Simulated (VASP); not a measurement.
# Li3ZrN2 (I4/mmm) in VASP: notebook

The runs below take Li3ZrN2 through single point, relaxation of cell and atoms, with PBE.

Everything below comes from runs of VASP 6.6.1. Logs are shortened: lines on timing, memory, paths and dates and some standing lists are left out, and cuts for length are marked.

**1. The cell of the first run**

Symmetry: I4/mmm, No. 139, tetragonal system. The conventional cell has a = 4.391 Å, b = 4.391 Å, c = 7.894 Å, α = 90.00°, β = 90.00°, γ = 90.00°. Within 2.5 Å of Li (site symmetry 4/mmm) lie 2 N at 1.91 Å. Within 3.2 Å of Li (site symmetry -4m2) lie 4 N at 2.20 Å and 8 Li at 2.95 to 3.10 Å and 4 Zr at 2.95 Å. Within 2.7 Å of Zr (site symmetry 4/mmm) lie 2 N at 2.04 Å. N (site symmetry 4mm) has 5 Li at 1.91 to 2.20 Å and 1 Zr at 2.04 Å within 2.5 Å.

The cell was generated, and may not be a known phase.

**2. Single point, PBE**

Contents of INCAR:

```
  PREC = Accurate
  ENCUT = 520
  EDIFF = 1E-6
  ISMEAR = 0
  SIGMA = 0.1
  LREAL = F
  LASPH = T
  NELM = 60
  ALGO = Normal
  ISIF = 2
  LWAVE = F
  LCHARG = F
  GGA = PE
  NBANDS = 24
```

Contents of KPOINTS:

```
Automatic mesh
0
Gamma
  6 6 6
```

Contents of POSCAR:

```
Li3ZrN2
1.0
   -2.1953799053      2.1953799053      3.9470324204
    2.1953799053     -2.1953799053      3.9470324204
    2.1953799053      2.1953799053     -3.9470324204
Li Zr N
3 1 2
Direct
    0.0000000000      0.0000000000      0.0000000000
    0.2500000000      0.7500000000      0.5000000000
    0.7500000000      0.2500000000      0.5000000000
    0.5000000000      0.5000000000      0.0000000000
    0.2420382844      0.2420382844      0.0000000000
    0.7579617156      0.7579617156      0.0000000000
```

Potentials or basis: VASP PAW PBE potentials, release 64 (Li_sv, Zr_sv, N).

Started as:

```sh
> cat potpaw_PBE.64/Li_sv/POTCAR potpaw_PBE.64/Zr_sv/POTCAR potpaw_PBE.64/N/POTCAR > POTCAR
> mpirun -np 1 vasp_std > vasp.out
```

OUTCAR:

```text
PREC = Accurate
   ENCUT = 520
   EDIFF = 1E-6
   ISMEAR = 0
   LREAL = F
   LASPH = T
   NELM = 60
   ISIF = 2
   GGA = PE

 ion  position               nearest neighbor table
   1  0.000  0.000  0.000-   5 1.91   6 1.91   4 3.10   4 3.10   4 3.10   4 3.10
   2  0.250  0.750  0.500-   4 2.95   4 2.95   4 2.95   4 2.95
   3  0.750  0.250  0.500-   4 2.95   4 2.95   4 2.95   4 2.95
   4  0.500  0.500  0.000-   5 2.04   6 2.04   2 2.95   3 2.95   2 2.95   3 2.95   2 2.95   3 2.95
                             2 2.95   3 2.95   1 3.10   1 3.10   1 3.10   1 3.10
   5  0.242  0.242  0.000-   1 1.91   4 2.04
   6  0.758  0.758  0.000-   1 1.91   4 2.04

  LATTYP: Found a body centered tetragonal cell.
 ALAT       =     4.3907598106
 C/A-ratio  =     1.7978812737

  Lattice vectors:

 A1 = (  -2.1953799053,   2.1953799053,   3.9470324204)
 A2 = (   2.1953799053,  -2.1953799053,   3.9470324204)
 A3 = (   2.1953799053,   2.1953799053,  -3.9470324204)

Analysis of symmetry for initial positions (statically):
=====================================================================
 Subroutine PRICEL returns:
 Original cell was already a primitive cell.

 Routine SETGRP: Setting up the symmetry group for a
 body centered tetragonal supercell.

 Subroutine GETGRP returns: Found 16 space group operations
 (whereof 16 operations were pure point group operations)
 out of a pool of 16 trial point group operations.

The static configuration has the point symmetry D_4h.

Analysis of symmetry for dynamics (positions and initial velocities):
=====================================================================
 Subroutine PRICEL returns:
 Original cell was already a primitive cell.

 Routine SETGRP: Setting up the symmetry group for a
 body centered tetragonal supercell.

 Subroutine GETGRP returns: Found 16 space group operations
 (whereof 16 operations were pure point group operations)
 out of a pool of 16 trial point group operations.

The dynamic configuration has the point symmetry D_4h.

 Subroutine INISYM returns: Found 16 space group operations
 (whereof 16 operations are pure point group operations),
 and found     1 'primitive' translations

----------------------------------------------------------------------------------------

                                     Primitive cell

  volume of cell :      76.0939

  direct lattice vectors                    reciprocal lattice vectors
[... 99 lines left out ...]
   IBRION =     -1    ionic relax: 0-MD 1-quasi-New 2-CG
   NFREE  =      0    steps in history (QN), initial steepest desc. (CG)
   ISIF   =      2    stress and relaxation
   ISYM   =      2    0-nonsym 1-usesym 2-fastsym
   POTIM  = 0.5000    time-step for ionic-motion
   TEBEG  =    0.0;   TEEND  =   0.0 temperature during run
   PSTRESS=    0.0 pullay stress
   NELECT =      31.0000    total number of electrons
   NUPDOWN=      -1.0000    fix difference up-down
   EMIN   =  10.00;   EMAX   =-10.00  energy-range for DOS
   EFERMI =   0.00;   METHOD = LEGACY
   ISMEAR =     0;   SIGMA  =   0.10  broadening in eV -4-tet -1-fermi 0-gaus
   EFERMI_NEDOS =   21; number of points for ismear=-14 and -15
   IALGO  =     38    algorithm
   IMIX   =      4    mixing-type and parameters
     AMIX     =   0.40;   BMIX     =  1.00
     AMIX_MAG =   1.60;   BMIX_MAG =  1.00
  volume/ion in A,a.u.               =      12.68        85.58
  Fermi-wavevector in a.u.,A,eV,Ry     =   1.213609  2.293388 20.039290  1.472846
  Thomas-Fermi vector in A             =   2.349055
   LORBIT       =      0    0 simple, 1 ext, 2 COOP (PROOUT), +10 PAW based schemes
   GGA     = PE    functional components
   LHFCALC =     F    Hartree Fock is set to
   AEXX    =    0.0000 exact exchange contribution
   IVDW    =     0    specifies the selected vdW correction
   LEPSILON=     F    determine dielectric tensor
   LRPA    =     F    only Hartree local field effects (RPA)
 non-spin polarized calculation
 Gauss-broadening in eV      SIGMA  =   0.10
  energy-cutoff  :      520.00
  volume of cell :       76.09
 maximum number of plane-waves:      2070
 NGX is ok and might be reduce to    40
   NGX = 19   NGY = 19   NGZ = 19

 number of electron      30.9999995 magnetization

 Free energy of the ion-electron system (eV)
  ---------------------------------------------------
  ext. energy  EPLUGINS =         0.00000000
  ---------------------------------------------------
  free energy    TOTEN  =       -31.45836558 eV

  energy without entropy =      -31.44595889  energy(sigma->0) =      -31.45216224

 E-fermi :   4.0022     XC(G=0):  -9.7129

 val. band max:        3.9960594185   @ k =   0.1667   0.1667   0.1667
 cond. band min:       4.0512957842   @ k =   0.5000   0.5000   0.0000
 fundamental gap:      0.0552363657
 Fermi energy:         4.0021902362

 k-point     1 :       0.0000    0.0000    0.0000
  band No.  band energies     occupation
      1     -44.8132      2.00000
      2     -40.3379      2.00000
      3     -40.3206      2.00000
      4     -40.2763      2.00000
      5     -23.0261      2.00000
      6     -23.0261      2.00000
[... 637 lines left out ...]
     23      10.7368      0.00000
     24      13.0321      0.00000

 [... further k-points ...]

------------------------ aborting loop because EDIFF is reached ----------------------------------------

  FORCE on cell =-STRESS in cart. coord.  units (eV):
  Direction    XX          YY          ZZ          XY          YZ          ZX
  --------------------------------------------------------------------------------------
  -------------------------------------------------------------------------------------
  Total       -0.1340458     -0.1340458      0.2519114      0.0000000      0.0000000      0.0000000
  in kB       -2.8223689     -2.8223689      5.3040592      0.0000000      0.0000000      0.0000000
  external PRESSURE =      -0.1135596 kB  Pullay stress =       0.0000000 kB

 VOLUME and BASIS-vectors are now :
 -----------------------------------------------------------------------------
  energy-cutoff  :      520.00
  volume of cell :       76.09
      direct lattice vectors                 reciprocal lattice vectors
    -2.195379905  2.195379905  3.947032420     0.000000000  0.227751014  0.126677449
     2.195379905 -2.195379905  3.947032420     0.227751014  0.000000000  0.126677449
     2.195379905  2.195379905 -3.947032420     0.227751014  0.227751014  0.000000000

 POSITION                                       TOTAL-FORCE (eV/Angst)
 -----------------------------------------------------------------------------------
      0.00000      0.00000      0.00000        -0.000000     -0.000000     -0.000000
      2.19538     -0.00000      1.97352        -0.000000     -0.000000      0.000000
     -0.00000      2.19538      1.97352        -0.000000     -0.000000     -0.000000
      0.00000      0.00000      3.94703        -0.000000     -0.000000      0.000000
      0.00000      0.00000      1.91067        -0.000000     -0.000000     -0.048341
      0.00000      0.00000      5.98340         0.000000      0.000000      0.048341
 -----------------------------------------------------------------------------------
    total drift:                               -0.000000     -0.000000      0.000000

  FREE ENERGIE OF THE ION-ELECTRON SYSTEM (eV)
  ---------------------------------------------------
  free  energy   TOTEN  =       -31.4583655837 eV

  energy  without entropy=      -31.4459588922  energy(sigma->0) =      -31.45216224
```

Wall time 84 s (1 thread of Intel Xeon Platinum 8124M at 3.00GHz (Skylake/Cascade Lake), shared host); peak memory 0.26 GiB.

Results:

```yaml
Free_energy: -31.4584 eV
Largest_force: 0.048 eV/Å
Band_gap_on_the_k_mesh: zero (an odd number of electrons rules out a gap without spin polarisation)
```

Forces in eV/Å, atoms in the order of the input:
```
Li   0.000  0.000  0.000
Li   0.000  0.000  0.000
Li   0.000  0.000  0.000
Zr   0.000  0.000  0.000
N    0.000  0.000 -0.048
N    0.000  0.000  0.048
```

Caveat: the cutoff is under 1.25 times the usual one of these potentials, so pressure, stress and relaxed cells hold a basis-set (Pulay) error.

**3. Single point, PBE**

This run uses another cell than the first one, of 14.43 Å³/atom.

Contents of INCAR:

```
SYSTEM = Li3ZrN2
PREC     = Accurate       ! precision mode
ENCUT    = 520            ! plane-wave cutoff, eV
EDIFF    = 1E-6           ! SCF threshold, eV
ISMEAR   = 0              ! smearing method
SIGMA    = 0.1            ! smearing width, eV
LREAL    = .FALSE.        ! projectors in reciprocal space
LASPH    = .TRUE.         ! aspherical terms in the spheres
NELM     = 100            ! most SCF steps
ALGO     = Normal         ! electronic algorithm
ISIF     = 2              ! what is computed and relaxed
LWAVE    = .FALSE.        ! write WAVECAR
LCHARG   = .FALSE.        ! write CHGCAR
GGA      = PE             ! functional
NBANDS   = 24             ! bands
```

Contents of KPOINTS:

```
Automatic mesh
0
G
  6 6 6
  0 0 0
```

Contents of POSCAR:

```
Li3ZrN2
1.0
   -2.1396519800      2.1396519800      4.7271626200
    2.1396519800     -2.1396519800      4.7271626200
    2.1396519800      2.1396519800     -4.7271626200
Li Zr N
3 1 2
Direct
    0.0000000000      0.0000000000      0.0000000000
    0.2500000000      0.7500000000      0.5000000000
    0.7500000000      0.2500000000      0.5000000000
    0.5000000000      0.5000000000      0.0000000000
    0.2001489000      0.2001489000      0.0000000000
    0.7998511000      0.7998511000      0.0000000000
```

Potentials or basis: VASP PAW PBE potentials, release 64 (Li_sv, Zr_sv, N).

Started as:

```sh
> cat potpaw_PBE.64/Li_sv/POTCAR potpaw_PBE.64/Zr_sv/POTCAR potpaw_PBE.64/N/POTCAR > POTCAR
> mpirun -np 1 vasp_std > vasp.out
```

OUTCAR:

```text
SYSTEM = Li3ZrN2
   PREC = Accurate
   ENCUT = 520
   EDIFF = 1E-6
   ISMEAR = 0
   LREAL = .FALSE.
   LASPH = .TRUE.
   NELM = 100
   ISIF = 2
   GGA = PE

 ion  position               nearest neighbor table
   1  0.000  0.000  0.000-   5 1.89   6 1.89   4 3.03   4 3.03   4 3.03   4 3.03
   2  0.250  0.750  0.500-   6 2.19   5 2.19   6 2.19   5 2.19   4 3.19   4 3.19   4 3.19   4 3.19

   3  0.750  0.250  0.500-   6 2.19   5 2.19   6 2.19   5 2.19   4 3.19   4 3.19   4 3.19   4 3.19

   4  0.500  0.500  0.000-   5 2.83   6 2.83   1 3.03   1 3.03   1 3.03   1 3.03   2 3.19   2 3.19
[... 859 lines left out ...]
  -------------------------------------------------------------------------------------
  Total       -5.9403272     -5.9403272    -12.9227807      0.0000000     -0.0000000      0.0000000
  in kB     -109.9446590   -109.9446590   -239.1771813      0.0000000     -0.0000000      0.0000000
  external PRESSURE =    -153.0221665 kB  Pullay stress =       0.0000000 kB

 VOLUME and BASIS-vectors are now :
 -----------------------------------------------------------------------------
  energy-cutoff  :      520.00
  volume of cell :       86.57
      direct lattice vectors                 reciprocal lattice vectors
    -2.139651980  2.139651980  4.727162620     0.000000000  0.233682863  0.105771694
     2.139651980 -2.139651980  4.727162620     0.233682863  0.000000000  0.105771694
     2.139651980  2.139651980 -4.727162620     0.233682863  0.233682863  0.000000000

 POSITION                                       TOTAL-FORCE (eV/Angst)
 -----------------------------------------------------------------------------------
      0.00000      0.00000      0.00000         0.000000      0.000000     -0.000000
      2.13965      0.00000      2.36358         0.000000      0.000000      0.000000
      0.00000      2.13965      2.36358         0.000000      0.000000      0.000000
      0.00000      0.00000      4.72716         0.000000      0.000000      0.000000
      0.00000      0.00000      1.89227        -0.000000     -0.000000      0.408319
      0.00000      0.00000      7.56205         0.000000      0.000000     -0.408319
 -----------------------------------------------------------------------------------
    total drift:                               -0.000000      0.000000      0.000000

  FREE ENERGIE OF THE ION-ELECTRON SYSTEM (eV)
  ---------------------------------------------------
  free  energy   TOTEN  =       -28.6879474220 eV

  energy  without entropy=      -28.6665982300  energy(sigma->0) =      -28.67727283
```

OSZICAR:

```text
N       E                     dE             d eps       ncg     rms          rms(c)
DAV:   1     0.225713354049E+03    0.22571E+03   -0.13931E+04  1440   0.128E+03
DAV:   2    -0.147806671680E+02   -0.24049E+03   -0.22593E+03  1768   0.340E+02
[... 18 lines left out ...]
DAV:  21    -0.286880322140E+02    0.94182E-03   -0.19678E-03  1600   0.237E-01    0.892E-02
DAV:  22    -0.286880386057E+02   -0.63917E-05   -0.72557E-05  2096   0.502E-02    0.940E-02
DAV:  23    -0.286880166048E+02    0.22001E-04   -0.10122E-05  1688   0.154E-02    0.860E-02
DAV:  24    -0.286879464497E+02    0.70155E-04   -0.22913E-04  1600   0.684E-02    0.878E-03
DAV:  25    -0.286879475561E+02   -0.11064E-05   -0.82626E-06  1864   0.146E-02    0.707E-03
DAV:  26    -0.286879474220E+02    0.13416E-06   -0.42675E-07   736   0.388E-03
   1 F= -.28687947E+02 E0= -.28677273E+02  d E =-.213492E-01
```

stdout:

```text
POSCAR found type information on POSCAR LiZrN
 POSCAR found :  3 types and       6 ions
 scaLAPACK will be used
 LDA part: xc-table for (Slater+PW92), standard interpolation
 POSCAR, INCAR and KPOINTS ok, starting setup
 FFT: planning ... GRIDC
 FFT: planning ... GRID_SOFT
 FFT: planning ... GRID
 WAVECAR not read
 entering main loop
```

Wall time 3.3 min (1 thread of Intel Xeon Platinum 8124M at 3.00GHz (Skylake/Cascade Lake), shared host); peak memory 0.28 GiB.

Results:

```
Free energy            : -28.6879 eV
Largest force          : 0.408 eV/Å
Band gap on the k mesh : zero (an odd number of electrons rules out a gap without spin polarisation)
```

Forces on the atoms (eV/Å):
```
Li   0.000  0.000  0.000
Li   0.000  0.000  0.000
Li   0.000  0.000  0.000
Zr   0.000  0.000  0.000
N    0.000  0.000  0.408
N    0.000  0.000 -0.408
```

Caveat: the cutoff is under 1.25 times the usual one of these potentials, so pressure, stress and relaxed cells hold a basis-set (Pulay) error.

[end of part 1 of 3]

The gap in the log of VASP goes by the Fermi energy; the results here count the filled bands.